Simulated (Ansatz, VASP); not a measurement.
One calculation of GaN, two programs

```
CELL_PARAMETERS angstrom
0.00000 2.15069 2.15069
2.15069 0.00000 2.15069
2.15069 2.15069 0.00000
ATOMIC_POSITIONS crystal
Ga 0.00000 0.00000 0.00000
N 0.50000 0.50000 0.50000
```

Change from the starting cell: hydrostatic strain +2.0%.

Alike in both runs: task single point; functional PBE; k mesh 10 × 10 × 10; occupations fermi-dirac, width 0.02 eV; no spin polarisation.

```csv
,VASP,Ansatz
version,VASP 6.6.1,Ansatz 0.2.0
potentials or method,"VASP PAW PBE potentials, release 64 (Ga_d, N)","plane waves, PAW"
plane-wave cutoff (eV),520,420
valence electrons in the cell,18,18
```

VASP gave:

```
pressure (GPa) : -3.9
```

Which values does Ansatz return?

Pressure (GPa): -4.6.

With one functional, cell and mesh, what is left measures potentials, basis and numerics.
